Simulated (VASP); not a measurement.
# Ti (I4/mmm) in VASP: a series of runs

Runs on Ti. Level: r2SCAN. Tasks: single point.

All numbers are computed with VASP 6.6.1; they aren't measurements. Logs are shortened: lines on timing, memory, paths and dates and some standing lists are left out, and cuts for length are marked.

### 1 The cell of the first run

It takes space group I4/mmm (No. 139, tetragonal). The conventional cell has a = 2.871 Å, b = 2.871 Å, c = 4.517 Å, α = 90.00°, β = 90.00°, γ = 90.00°. Ti (site symmetry 4/mmm) has 12 Ti at 2.87 to 3.04 Å within 3.8 Å.

### 2 Single point, r2SCAN (strain +0.1125 x Voigt [0, 0, 1, 0, 0, 0])

Input file POSCAR:

```
Ti
1.0
    0.0000000000      2.0300000000      2.2583750000
    2.0300000000      0.0000000000      2.2583750000
    2.0300000000      2.0300000000      0.0000000000
Ti
1
Direct
    0.0000000000      0.0000000000      0.0000000000
```

Input file INCAR.step1:

```
PREC = Accurate
ENCUT = 520
ISMEAR = 0
SIGMA = 0.15
LREAL = F
LASPH = T
NELM = 100
NBANDS = 12
GGA = PE
ALGO = Normal
EDIFF = 1E-4
LWAVE = T
LCHARG = F
```

Input file INCAR.step2:

```
PREC = Accurate
ENCUT = 520
EDIFF = 1E-6
ISMEAR = 0
SIGMA = 0.15
LREAL = F
LASPH = T
NELM = 100
ALGO = Normal
ISIF = 2
LWAVE = F
LCHARG = F
METAGGA = R2SCAN
LMIXTAU = T
NBANDS = 12
ISTART = 1
```

Input file KPOINTS:

```
regular mesh
0
Gamma
  20 20 20
```

Potentials or basis: VASP PAW PBE potentials, release 64 (Ti_sv).

Command:

```
cat potpaw_PBE.64/Ti_sv/POTCAR > POTCAR
cp INCAR.step1 INCAR
mpirun -np 1 vasp_std > vasp.out
cp INCAR.step2 INCAR
mpirun -np 1 vasp_std > vasp.out
```

OUTCAR:

```text
PREC = Accurate
   ENCUT = 520
   EDIFF = 1E-6
   ISMEAR = 0
   LREAL = F
   LASPH = T
   NELM = 100
   ISIF = 2
   METAGGA = R2SCAN
   ISTART = 1

 ion  position               nearest neighbor table
   1  0.000  0.000  0.000-

  LATTYP: Found a body centered tetragonal cell.
 ALAT       =     2.8708535316
 C/A-ratio  =     1.5733125881

  Lattice vectors:

 A1 = (  -2.0300000000,   0.0000000000,   2.2583750000)
 A2 = (   2.0300000000,   0.0000000000,   2.2583750000)
 A3 = (   0.0000000000,   2.0300000000,  -2.2583750000)

Analysis of symmetry for initial positions (statically):
=====================================================================
 Subroutine PRICEL returns:
 Original cell was already a primitive cell.

 Routine SETGRP: Setting up the symmetry group for a
 body centered tetragonal supercell.

 Subroutine GETGRP returns: Found 16 space group operations
 (whereof 16 operations were pure point group operations)
 out of a pool of 16 trial point group operations.

The static configuration has the point symmetry D_4h.

Analysis of symmetry for dynamics (positions and initial velocities):
=====================================================================
 Subroutine PRICEL returns:
 Original cell was already a primitive cell.

 Routine SETGRP: Setting up the symmetry group for a
 body centered tetragonal supercell.

 Subroutine GETGRP returns: Found 16 space group operations
 (whereof 16 operations were pure point group operations)
 out of a pool of 16 trial point group operations.

The dynamic configuration has the point symmetry D_4h.

 Subroutine INISYM returns: Found 16 space group operations
 (whereof 16 operations are pure point group operations),
 and found     1 'primitive' translations

----------------------------------------------------------------------------------------

                                     Primitive cell

  volume of cell :      18.6131

  direct lattice vectors                    reciprocal lattice vectors
     0.000000000  2.030000000  2.258375000    -0.246305419  0.246305419  0.221398129
     2.030000000  0.000000000  2.258375000     0.246305419 -0.246305419  0.221398129
     2.030000000  2.030000000  0.000000000     0.246305419  0.246305419 -0.221398129

  length of vectors
     3.036635908  3.036635908  2.870853532     0.412734600  0.412734600  0.412734600

[... 84 lines left out ...]
   ISIF   =      2    stress and relaxation
   ISYM   =      2    0-nonsym 1-usesym 2-fastsym
   POTIM  = 0.5000    time-step for ionic-motion
   TEBEG  =    0.0;   TEEND  =   0.0 temperature during run
   PSTRESS=    0.0 pullay stress
   NELECT =      12.0000    total number of electrons
   NUPDOWN=      -1.0000    fix difference up-down
   EMIN   =  10.00;   EMAX   =-10.00  energy-range for DOS
   EFERMI =   0.00;   METHOD = LEGACY
   ISMEAR =     0;   SIGMA  =   0.15  broadening in eV -4-tet -1-fermi 0-gaus
   EFERMI_NEDOS =   21; number of points for ismear=-14 and -15
   IALGO  =     38    algorithm
   IMIX   =      4    mixing-type and parameters
     AMIX     =   0.40;   BMIX     =  1.00
     AMIX_MAG =   1.60;   BMIX_MAG =  1.00
  volume/ion in A,a.u.               =      18.61       125.61
  Fermi-wavevector in a.u.,A,eV,Ry     =   1.414260  2.672564 27.213432  2.000131
  Thomas-Fermi vector in A             =   2.535820
   LORBIT       =      0    0 simple, 1 ext, 2 COOP (PROOUT), +10 PAW based schemes
   METAGGA = R2SCAN    functional components
   LHFCALC =     F    Hartree Fock is set to
   AEXX    =    0.0000 exact exchange contribution
   IVDW    =     0    specifies the selected vdW correction
   LEPSILON=     F    determine dielectric tensor
   LRPA    =     F    only Hartree local field effects (RPA)
 non-spin polarized calculation
 Gauss-broadening in eV      SIGMA  =   0.15
  energy-cutoff  :      520.00
  volume of cell :       18.61
 maximum number of plane-waves:       517
   NGX = 11   NGY = 11   NGZ = 11

 number of electron      11.9999999 magnetization

 Free energy of the ion-electron system (eV)
  ---------------------------------------------------
  ext. energy  EPLUGINS =         0.00000000
  ---------------------------------------------------
  free energy    TOTEN  =       -12.84876287 eV

  energy without entropy =      -12.82769478  energy(sigma->0) =      -12.83822883

 E-fermi :   7.4788     XC(G=0): -12.0593

 val. band max:        7.4768670272   @ k =  -0.2500   0.0000   0.1000
 cond. band min:       7.4854175054   @ k =  -0.2500   0.1000   0.3000
 fundamental gap:      0.0085504782
 Fermi energy:         7.4787937037

 k-point     1 :       0.0000    0.0000    0.0000
  band No.  band energies     occupation
      1     -51.6908      2.00000
      2     -26.5664      2.00000
      3     -26.5578      2.00000
      4     -26.5577      2.00000
      5       1.2126      2.00000
      6       7.9389      0.00001
      7       8.7735      0.00000
      8       8.7735      0.00000
      9       9.5615      0.00000
     10      10.5055      0.00000
     11      23.1058      0.00000
     12      25.9159      0.00000
[... 331 lines left out ...]
 k-point    24 :      -0.3500    0.0500    0.0000
  band No.  band energies     occupation
      1     -51.6060      2.00000
      2     -27.0468      2.00000
      3     -26.6599      2.00000
      4     -26.5812      2.00000
      5       4.4753      2.00000
      6       7.3941      1.57523
      7       8.1213      0.00000
      8       8.9809      0.00000
      9      10.4784      0.00000
     10      10.9401      0.00000
     11      17.0767      0.00000
     12      22.1385      0.00000

 [... further k-points ...]

------------------------ aborting loop because EDIFF is reached ----------------------------------------

  FORCE on cell =-STRESS in cart. coord.  units (eV):
  Direction    XX          YY          ZZ          XY          YZ          ZX
  --------------------------------------------------------------------------------------
  -------------------------------------------------------------------------------------
  Total       -0.6472492     -0.6472492     -1.0738580      0.0000000     -0.0000000      0.0000000
  in kB      -55.7139514    -55.7139514    -92.4356074      0.0000000     -0.0000000      0.0000000
  external PRESSURE =     -67.9545034 kB  Pullay stress =       0.0000000 kB

 VOLUME and BASIS-vectors are now :
 -----------------------------------------------------------------------------
  energy-cutoff  :      520.00
  volume of cell :       18.61
      direct lattice vectors                 reciprocal lattice vectors
     0.000000000  2.030000000  2.258375000    -0.246305419  0.246305419  0.221398129
     2.030000000  0.000000000  2.258375000     0.246305419 -0.246305419  0.221398129
     2.030000000  2.030000000  0.000000000     0.246305419  0.246305419 -0.221398129

 POSITION                                       TOTAL-FORCE (eV/Angst)
 -----------------------------------------------------------------------------------
      0.00000      0.00000      0.00000         0.000000     -0.000000      0.000000
 -----------------------------------------------------------------------------------
    total drift:                               -0.000000     -0.000000     -0.000000

  FREE ENERGIE OF THE ION-ELECTRON SYSTEM (eV)
  ---------------------------------------------------
  free  energy   TOTEN  =       -12.8487628739 eV

  energy  without entropy=      -12.8276947841  energy(sigma->0) =      -12.83822883
```

Wall time 4.6 min (1 thread of AMD EPYC 9R45 (Zen 5), shared host); peak memory 0.22 GiB.

What came out:

```yaml
Free_energy: -12.8488 eV
Pressure: -6.8 GPa
Band_gap_on_the_k_mesh: zero (bands 6 and 7 overlap by 1.24 eV)
```

Levels at points of the mesh, in eV from the Fermi level:
```
           k point  band 4  band 5  band 6  band 7  band 8  band 9
(0.00, 0.00, 0.00)  -34.04   -6.27    0.46    1.29    1.29    2.08
(0.50, 0.00, 0.00)  -34.07   -2.51    0.36    0.52    1.35    3.38
(0.50, 0.50, 0.00)  -34.17   -2.43   -1.40    1.30    3.65    3.72
(0.50, 0.00, 0.50)  -34.20   -2.37   -1.57    3.25    3.41    3.51
```

Caveat: the cell differs from its parent crystal (strain +0.1125 x Voigt [0, 0, 1, 0, 0, 0]); the cell stands under tension; the PAW data sets were made with another functional, which shifts forces and pressure a little.

### 3 Single point, r2SCAN (strain +0.1312 x Voigt [0, 0, 1, 0, 0, 0])

Input file POSCAR:

```
Ti
1.0
    0.0000000000      2.0300000000      2.2963360000
    2.0300000000      0.0000000000      2.2963360000
    2.0300000000      2.0300000000      0.0000000000
Ti
1
Direct
    0.0000000000      0.0000000000      0.0000000000
```

Input file INCAR.step1:

```
ALGO = Normal
EDIFF = 1E-4
ENCUT = 520
GGA = PE
ISMEAR = 0
LASPH = T
LCHARG = F
LREAL = F
LWAVE = T
NBANDS = 12
NELM = 60
PREC = Accurate
SIGMA = 0.15
```

Input file INCAR.step2:

```
ALGO = Normal
EDIFF = 1E-7
ENCUT = 520
ISIF = 2
ISMEAR = 0
ISTART = 1
LASPH = T
LCHARG = F
LMIXTAU = T
LREAL = F
LWAVE = F
METAGGA = R2SCAN
NBANDS = 12
NELM = 60
PREC = Accurate
SIGMA = 0.15
```

Input file KPOINTS:

```
k-points
0
Gamma
  20 20 20
```

Potentials or basis: VASP PAW PBE potentials, release 64 (Ti_sv).

Command:

```
cat potpaw_PBE.64/Ti_sv/POTCAR > POTCAR
cp INCAR.step1 INCAR
mpirun -np 1 vasp_std > vasp.out
cp INCAR.step2 INCAR
mpirun -np 1 vasp_std > vasp.out
```

Wall time 4.9 min (1 thread of AMD EPYC 9R45 (Zen 5), shared host); peak memory 0.23 GiB.

Results (log left out):

* Free energy: -12.8290 eV
* Pressure: -8.3 GPa
* Band gap on the k mesh: zero (bands 6 and 7 overlap by 1.26 eV)

Stress tensor (GPa, compression positive):
```
 -6.82   0.00   0.00
  0.00  -6.82   0.00
  0.00   0.00 -11.22
```

Levels at points of the mesh, in eV from the Fermi level:
```tsv
k point	band 4	band 5	band 6	band 7	band 8	band 9
(0.00, 0.00, 0.00)	-34.08	-6.21	0.38	1.34	1.34	1.95
(0.50, 0.00, 0.00)	-34.11	-2.46	0.35	0.46	1.40	3.30
(0.50, 0.50, 0.00)	-34.20	-2.39	-1.34	1.09	3.59	3.64
(0.50, 0.00, 0.50)	-34.23	-2.31	-1.51	3.28	3.30	3.41
```

Caveat: the cell differs from its parent crystal (strain +0.1312 x Voigt [0, 0, 1, 0, 0, 0]); the cell stands under tension; the PAW data sets were made with another functional, which shifts forces and pressure a little.

### 4 Single point, r2SCAN (strain +0.1500 x Voigt [0, 0, 1, 0, 0, 0])

Input file POSCAR:

```
Ti
1.0
    0.0000000000      2.0300000000      2.3345000000
    2.0300000000      0.0000000000      2.3345000000
    2.0300000000      2.0300000000      0.0000000000
Ti
1
Direct
    0.0000000000      0.0000000000      0.0000000000
```

Input file INCAR.step1:

```
SYSTEM = Ti
PREC = Accurate
ENCUT = 520
ISMEAR = 0
SIGMA = 0.15
LREAL = .False.
LASPH = .True.
NELM = 80
NBANDS = 12
GGA = PE
ALGO = Normal
EDIFF = 1E-4
LWAVE = .True.
LCHARG = .False.
```

Input file INCAR.step2:

```
SYSTEM = Ti
PREC = Accurate
ENCUT = 520
EDIFF = 1E-6
ISMEAR = 0
SIGMA = 0.15
LREAL = .False.
LASPH = .True.
NELM = 80
ALGO = Normal
ISIF = 2
LWAVE = .False.
LCHARG = .False.
METAGGA = R2SCAN
LMIXTAU = .True.
NBANDS = 12
ISTART = 1
```

Input file KPOINTS:

```
regular mesh
0
Gamma
  20 20 20
  0 0 0
```

Command:

```
cat potpaw_PBE.64/Ti_sv/POTCAR > POTCAR
cp INCAR.step1 INCAR
mpirun -np 1 vasp_std > vasp.out
cp INCAR.step2 INCAR
mpirun -np 1 vasp_std > vasp.out
```

Wall time 4.5 min (1 thread of AMD EPYC 9R45 (Zen 5), shared host); peak memory 0.23 GiB.

It converged, with:

```
Free energy            : -12.8052 eV
Pressure               : -9.8 GPa
Band gap on the k mesh : zero (bands 6 and 7 overlap by 1.33 eV)
```

Stress tensor (GPa, compression positive):
```
 -8.03   0.00   0.00
  0.00  -8.03   0.00
  0.00   0.00 -13.22
```

Levels at points of the mesh, in eV from the Fermi level:
| k point | band 2 | band 3 | band 4 | band 5 | band 6 | band 7 | band 8 | band 9 | band 10 | band 11 |
| --- | --- | --- | --- | --- | --- | --- | --- | --- | --- | --- |
| (0.00, 0.00, 0.00) | -34.14 | -34.12 | -34.12 | -6.16 | 0.31 | 1.39 | 1.39 | 1.82 | 3.03 | 15.58 |
| (0.50, 0.00, 0.00) | -34.65 | -34.23 | -34.14 | -2.42 | 0.34 | 0.41 | 1.44 | 3.22 | 3.56 | 7.64 |
| (0.50, 0.50, 0.00) | -34.56 | -34.23 | -34.23 | -2.36 | -1.29 | 0.90 | 3.53 | 3.56 | 3.56 | 8.36 |
| (0.50, 0.00, 0.50) | -34.62 | -34.43 | -34.26 | -2.25 | -1.44 | 3.16 | 3.32 | 3.35 | 3.99 | 10.46 |

Caveat: the cell differs from its parent crystal (strain +0.1500 x Voigt [0, 0, 1, 0, 0, 0]); the stress differs along the axes, from -13 to -8 GPa; the PAW data sets were made with another functional, which shifts forces and pressure a little.

### 5 The runs side by side

```csv
cell,gap on the mesh (eV),pressure (GPa)
"a = 3.037, b = 3.037, c = 2.871 Å, angles 61.8, 61.8, 56.4°, 1 atom",none,-6.8
"a = 3.065, b = 3.065, c = 2.871 Å, angles 62.1, 62.1, 55.9°, 1 atom",none,-8.3
"a = 3.094, b = 3.094, c = 2.871 Å, angles 62.4, 62.4, 55.3°, 1 atom",none,-9.8
```

Alike in all rows: task single point; level r2SCAN; potentials or basis VASP PAW PBE potentials, release 64 (Ti_sv); no spin polarisation; k mesh 20 × 20 × 20; cutoff (eV) 520; smearing gaussian 0.15 eV.

Caveats: the PAW data sets were made with another functional, which shifts forces and pressure a little; the cell stands under tension (at least some runs); the stress differs along the axes, from -13 to -8 GPa (at least some runs).

Total energies depend on the potentials used, so only differences within one code and one set of settings carry meaning.
